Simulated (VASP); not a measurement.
# BN (Cm) in VASP: further runs, part 2 of 2

VASP 6.6.1.

**3. Single point, PBE**

INCAR reads:

```
SYSTEM = BN
  PREC = Accurate
  ENCUT = 520
  EDIFF = 1E-6
  ISMEAR = -1
  SIGMA = 0.1
  LREAL = .FALSE.
  LASPH = .TRUE.
  NELM = 60
  ALGO = Normal
  ISIF = 2
  LWAVE = .FALSE.
  LCHARG = .FALSE.
  GGA = PE
  NBANDS = 16
```

KPOINTS reads:

```
regular mesh
0
G
  12 12 6
  0 0 0
```

POSCAR reads:

```
BN
1.0
    2.5360000000      0.0000000000      0.0000000000
   -1.2680000000      2.1962400000      0.0000000000
    0.0000000000      0.0000000000      4.1990000000
B N
2 2
Direct
    0.6780497578      0.3560995155      0.0000000000
    0.3333333333      0.6666666667      0.5000000000
    0.6666666667      0.3333333333      0.3750000000
    0.3333333333      0.6666666667      0.8750000000
```

Potentials or basis: VASP PAW PBE potentials, release 64 (B, N).

Run with:

```sh
$ cat potpaw_PBE.64/B/POTCAR potpaw_PBE.64/N/POTCAR > POTCAR
$ mpirun -np 1 vasp_std > vasp.out
```

OUTCAR:

```text
SYSTEM = BN
   PREC = Accurate
   ENCUT = 520
   EDIFF = 1E-6
   ISMEAR = -1
   LREAL = .FALSE.
   LASPH = .TRUE.
   NELM = 60
   ISIF = 2
   GGA = PE

 ion  position               nearest neighbor table
   1  0.678  0.356  0.000-   4 1.53   4 1.53   3 1.58   4 1.60
   2  0.333  0.667  0.500-   3 1.56   3 1.56   3 1.56   4 1.57
   3  0.667  0.333  0.375-   2 1.56   2 1.56   2 1.56   1 1.58
   4  0.333  0.667  0.875-   1 1.53   1 1.53   2 1.57   1 1.60

  LATTYP: Found a hexagonal cell.
 ALAT       =     2.5360000000
 C/A-ratio  =     1.6557570978

  Lattice vectors:

 A1 = (   2.5360000000,   0.0000000000,   0.0000000000)
 A2 = (  -1.2680000000,   2.1962400000,   0.0000000000)
 A3 = (   0.0000000000,   0.0000000000,   4.1990000000)

Analysis of symmetry for initial positions (statically):
=====================================================================
 Subroutine PRICEL returns:
 Original cell was already a primitive cell.

 Routine SETGRP: Setting up the symmetry group for a
 hexagonal supercell.

 Subroutine GETGRP returns: Found  2 space group operations
 (whereof  2 operations were pure point group operations)
 out of a pool of 24 trial point group operations.

The static configuration has the point symmetry C_1h.

Analysis of symmetry for dynamics (positions and initial velocities):
=====================================================================
 Subroutine PRICEL returns:
 Original cell was already a primitive cell.

 Routine SETGRP: Setting up the symmetry group for a
 hexagonal supercell.

 Subroutine GETGRP returns: Found  2 space group operations
 (whereof  2 operations were pure point group operations)
 out of a pool of 24 trial point group operations.

The dynamic configuration has the point symmetry C_1h.

 Subroutine INISYM returns: Found  2 space group operations
 (whereof  2 operations are pure point group operations),
 and found     1 'primitive' translations

----------------------------------------------------------------------------------------

                                     Primitive cell

  volume of cell :      23.3870

  direct lattice vectors                    reciprocal lattice vectors
     2.536000000  0.000000000  0.000000000     0.394321767  0.227661822  0.000000000
    -1.268000000  2.196240000  0.000000000     0.000000000  0.455323644  0.000000000
     0.000000000  0.000000000  4.199000000     0.000000000  0.000000000  0.238151941

  length of vectors
     2.536000000  2.535999633  4.199000000     0.455323578  0.455323644  0.238151941

  position of ions in fractional coordinates (direct lattice)
     0.678049758  0.356099515  0.000000000
     0.333333333  0.666666667  0.500000000
     0.666666667  0.333333333  0.375000000
     0.333333333  0.666666667  0.875000000

  ion indices of the primitive-cell ions
   primitive index   ion index
                 1           1
                 2           2
                 3           3
                 4           4

----------------------------------------------------------------------------------------

 KPOINTS: regular mesh

Automatic generation of k-mesh.
 Grid dimensions read from file:
 generate k-points for:   12   12    6

 Generating k-lattice:

  Cartesian coordinates                     Fractional coordinates (reciprocal lattice)
     0.032860147  0.018971819  0.000000000     0.083333333  0.000000000  0.000000000
     0.000000000  0.037943637  0.000000000     0.000000000  0.083333333  0.000000000
     0.000000000  0.000000000  0.039691990     0.000000000  0.000000000  0.166666667

  Length of vectors
     0.037943632  0.037943637  0.039691990

  Shift w.r.t. Gamma in fractional coordinates (k-lattice)
     0.000000000  0.000000000  0.000000000

 Subroutine IBZKPT returns following result:
 ===========================================

 Found    242 irreducible k-points:

 Following reciprocal coordinates:
            Coordinates               Weight
  0.000000  0.000000  0.000000      1.000000
  0.083333 -0.000000  0.000000      4.000000
  0.000000  0.083333  0.000000      2.000000
  0.166667 -0.000000  0.000000      4.000000
  0.000000  0.166667  0.000000      2.000000
  0.250000 -0.000000  0.000000      4.000000
[... 16 lines left out ...]
 -0.083333  0.416667  0.000000      4.000000
 -0.416667  0.333333  0.000000      4.000000
 [... further k-points ...]
   k-points           NKPTS =    242   k-points in BZ     NKDIM =    242   number of bands    NBANDS=     16
   number of dos      NEDOS =    301   number of ions     NIONS =      4
   total plane-waves  NPLWV =  12800
   dimension x,y,z NGX =    20 NGY =   20 NGZ =   32
   dimension x,y,z NGXF=    40 NGYF=   40 NGZF=   64
   ions per type =               2   2
   NGX,Y,Z   is equivalent  to a cutoff of  13.11, 13.11, 12.67 a.u.
   NGXF,Y,Z  is equivalent  to a cutoff of  26.22, 26.22, 25.34 a.u.
 SYSTEM =  BN
   PREC   = accura    normal or accurate (medium, high low for compatibility)
   ISTART =      0    job   : 0-new  1-cont  2-samecut
   ICHARG =      2    charge: 1-file 2-atom 10-const
   ISPIN  =      1    spin polarized calculation?
   LNONCOLLINEAR =      F non collinear calculations
   LSORBIT =      F    spin-orbit coupling
   LASPH  =      T    aspherical Exc in radial PAW
   ENCUT  =  520.0 eV  38.22 Ry    6.18 a.u.   4.72  4.72  7.81*2*pi/ulx,y,z
   NELM   =     60;   NELMIN=  2; NELMDL= -5     # of ELM steps
   EDIFF  = 0.1E-05   stopping-criterion for ELM
   LREAL  =      F    real-space projection
   EDIFFG = 0.1E-04   stopping-criterion for IOM
   NSW    =      0    number of steps for IOM
   IBRION =     -1    ionic relax: 0-MD 1-quasi-New 2-CG
   NFREE  =      0    steps in history (QN), initial steepest desc. (CG)
   ISIF   =      2    stress and relaxation
   ISYM   =      2    0-nonsym 1-usesym 2-fastsym
   POTIM  = 0.5000    time-step for ionic-motion
   TEBEG  =    0.0;   TEEND  =   0.0 temperature during run
   PSTRESS=    0.0 pullay stress
   NELECT =      16.0000    total number of electrons
   NUPDOWN=      -1.0000    fix difference up-down
   EMIN   =  10.00;   EMAX   =-10.00  energy-range for DOS
   EFERMI =   0.00;   METHOD = LEGACY
   ISMEAR =    -1;   SIGMA  =   0.10  broadening in eV -4-tet -1-fermi 0-gaus
   EFERMI_NEDOS =   21; number of points for ismear=-14 and -15
   IALGO  =     38    algorithm
   IMIX   =      4    mixing-type and parameters
     AMIX     =   0.40;   BMIX     =  1.00
     AMIX_MAG =   1.60;   BMIX_MAG =  1.00
  volume/ion in A,a.u.               =       5.85        39.46
  Fermi-wavevector in a.u.,A,eV,Ry     =   1.442524  2.725976 28.312048  2.080877
  Thomas-Fermi vector in A             =   2.561035
   LORBIT       =      0    0 simple, 1 ext, 2 COOP (PROOUT), +10 PAW based schemes
   GGA     = PE    functional components
   LHFCALC =     F    Hartree Fock is set to
   AEXX    =    0.0000 exact exchange contribution
   IVDW    =     0    specifies the selected vdW correction
   LEPSILON=     F    determine dielectric tensor
   LRPA    =     F    only Hartree local field effects (RPA)
 non-spin polarized calculation
  energy-cutoff  :      520.00
  volume of cell :       23.39
 maximum number of plane-waves:       652
   NGX =  9   NGY =  9   NGZ = 15

 number of electron      15.9999999 magnetization

 Free energy of the ion-electron system (eV)
  ---------------------------------------------------
  ext. energy  EPLUGINS =         0.00000000
  ---------------------------------------------------
  free energy    TOTEN  =       -34.78812808 eV

  energy without entropy =      -34.78812808  energy(sigma->0) =      -34.78812808

 E-fermi :   9.7598     XC(G=0): -12.8632

 val. band max:        7.9058099977   @ k =   0.0000   0.0000   0.0000
 cond. band min:      12.8692688737   @ k =   0.3333   0.3333   0.0000
 fundamental gap:      4.9634588760
 Fermi energy:         9.7598220426

 k-point     1 :       0.0000    0.0000    0.0000
  band No.  band energies     occupation
      1     -12.8391      2.00000
      2      -8.6470      2.00000
      3      -3.3270      2.00000
      4       5.3261      2.00000
      5       5.7339      2.00000
      6       7.4017      2.00000
[... 433 lines left out ...]
      3      -1.1994      2.00000
      4      -0.4126      2.00000
      5       1.1372      2.00000
      6       2.6629      2.00000
[... 8 lines left out ...]
     15      23.7847      0.00000
     16      24.4464      0.00000

 [... further k-points ...]

------------------------ aborting loop because EDIFF is reached ----------------------------------------

  FORCE on cell =-STRESS in cart. coord.  units (eV):
  Direction    XX          YY          ZZ          XY          YZ          ZX
  --------------------------------------------------------------------------------------
  -------------------------------------------------------------------------------------
  Total        1.4581223      1.2202617      1.1100738      0.0000000     -0.1127625      0.0000000
  in kB       99.8917451     83.5966027     76.0479537      0.0000000     -7.7250322      0.0000000
  external PRESSURE =      86.5121005 kB  Pullay stress =       0.0000000 kB

 VOLUME and BASIS-vectors are now :
 -----------------------------------------------------------------------------
  energy-cutoff  :      520.00
  volume of cell :       23.39
      direct lattice vectors                 reciprocal lattice vectors
     2.536000000  0.000000000  0.000000000     0.394321767  0.227661822  0.000000000
    -1.268000000  2.196240000  0.000000000     0.000000000  0.455323644  0.000000000
     0.000000000  0.000000000  4.199000000     0.000000000  0.000000000  0.238151941

 POSITION                                       TOTAL-FORCE (eV/Angst)
 -----------------------------------------------------------------------------------
      1.26800      0.78208      0.00000        -0.000000     -1.205524      0.121807
     -0.00000      1.46416      2.09950         0.000000      0.008015      0.061783
      1.26800      0.73208      1.57462         0.000000      0.240479     -0.063944
     -0.00000      1.46416      3.67413        -0.000000      0.957030     -0.119646
 -----------------------------------------------------------------------------------
    total drift:                                0.000000      0.000067     -0.000204

  FREE ENERGIE OF THE ION-ELECTRON SYSTEM (eV)
  ---------------------------------------------------
  free  energy   TOTEN  =       -34.7881280773 eV

  energy  without entropy=      -34.7881280772  energy(sigma->0) =      -34.78812808
```

OSZICAR:

```text
N       E                     dE             d eps       ncg     rms          rms(c)
DAV:   1     0.377151897469E+02    0.37715E+02   -0.83890E+03  7760   0.976E+02
DAV:   2    -0.345851762130E+02   -0.72300E+02   -0.67647E+02 11088   0.230E+02
DAV:   3    -0.367688086019E+02   -0.21836E+01   -0.21788E+01  8848   0.367E+01
DAV:   4    -0.367739459297E+02   -0.51373E-02   -0.51369E-02  9472   0.203E+00
DAV:   5    -0.367739599891E+02   -0.14059E-04   -0.14059E-04  8656   0.970E-02    0.960E+00
DAV:   6    -0.349614824568E+02    0.18125E+01   -0.22536E+00  9792   0.137E+01    0.457E+00
DAV:   7    -0.348173503053E+02    0.14413E+00   -0.33216E-01 10016   0.464E+00    0.277E+00
DAV:   8    -0.347890492917E+02    0.28301E-01   -0.53983E-02  9168   0.191E+00    0.260E-01
DAV:   9    -0.347878490646E+02    0.12002E-02   -0.19722E-03  8952   0.528E-01    0.138E-01
DAV:  10    -0.347881196656E+02   -0.27060E-03   -0.47678E-04  9240   0.172E-01    0.255E-02
DAV:  11    -0.347881265963E+02   -0.69307E-05   -0.31490E-05  9656   0.544E-02    0.148E-02
DAV:  12    -0.347881279878E+02   -0.13916E-05   -0.55299E-06  9288   0.234E-02    0.196E-03
DAV:  13    -0.347881280773E+02   -0.89427E-07   -0.15276E-07  3904   0.419E-03
   1 F= -.34788128E+02 E0= -.34788128E+02  d E =-.852613E-10
```

It took 54 s on 1 thread of Intel Xeon Platinum 8559C (Emerald Rapids), shared host; peak memory 0.19 GiB.

Results:

```
Free energy            : -34.7881 eV
Pressure               : 8.7 GPa
Largest force          : 1.212 eV/Å
Band gap on the k mesh : 4.96 eV, indirect (least direct gap 7.94 eV)
```

Forces in eV/Å, atoms in the order of the input:
```
B    0.000 -1.206  0.122
B    0.000  0.008  0.062
N    0.000  0.240 -0.064
N    0.000  0.957 -0.120
```

Caveat: forces of over 1 eV/Å act on the atoms, so gaps and moduli don't describe the material at rest.

**4. Single point, PBE**

INCAR reads:

```
PREC     = Accurate       # precision mode
ENCUT    = 520            # plane-wave cutoff, eV
EDIFF    = 1E-7           # SCF threshold, eV
ISMEAR   = -1             # smearing method
SIGMA    = 0.1            # smearing width, eV
LREAL    = F              # projectors in reciprocal space
LASPH    = T              # aspherical terms in the spheres
NELM     = 100            # most SCF steps
ALGO     = Normal         # electronic algorithm
ISIF     = 2              # what is computed and relaxed
LWAVE    = F              # write WAVECAR
LCHARG   = F              # write CHGCAR
GGA      = PE             # functional
NBANDS   = 16             # bands
```

KPOINTS reads:

```
Automatic mesh
0
Gamma
  12 12 6
```

POSCAR, as its differences from that of step 3:

```diff
@@ -8,3 +8,3 @@
 Direct
-    0.6780497578      0.3560995155      0.0000000000
+    0.6894328489      0.3788656977      0.0000000000
     0.3333333333      0.6666666667      0.5000000000
```

Run with:

```sh
$ cat potpaw_PBE.64/B/POTCAR potpaw_PBE.64/N/POTCAR > POTCAR
$ mpirun -np 1 vasp_std > vasp.out
```

Wall time 51 s (1 thread of Intel Xeon Platinum 8559C (Emerald Rapids), shared host); peak memory 0.18 GiB.

It converged, with:

| Quantity | Value |
| --- | --- |
| Free energy | -34.7016 eV |
| Pressure | 9.7 GPa |
| Largest force | 2.243 eV/Å |
| Band gap on the k mesh | 4.68 eV, indirect (least direct gap 7.38 eV) |

Forces on the atoms (eV/Å):
```
B    0.000 -2.223  0.300
B    0.000  0.015  0.073
N    0.000  0.481 -0.082
N    0.000  1.727 -0.291
```

Stress tensor (GPa, compression positive):
```
11.77  0.00  0.00
 0.00  9.31 -1.02
 0.00 -1.02  7.97
```

Levels at points of the mesh, in eV from the valence-band top:
```
           k point  band 6  band 7  band 8  band 9  band 10  band 11
(0.00, 0.00, 0.00)   -0.79   -0.79    0.00    7.38     8.13     8.38
(0.50, 0.00, 0.00)   -5.39   -5.01   -2.46    6.13     7.48    10.27
(0.00, 0.50, 0.00)   -5.72   -4.70   -2.84    6.20     7.39    10.33
(0.00, 0.00, 0.50)   -1.66   -1.66   -0.86    8.13     9.15     9.42
(0.50, 0.00, 0.50)   -4.29   -4.07   -3.65    5.96     6.15     9.37
(0.00, 0.50, 0.50)   -4.29   -4.06   -3.97    6.07     6.32     9.11
```

Caveat: forces of over 1 eV/Å act on the atoms, so gaps and moduli don't describe the material at rest.
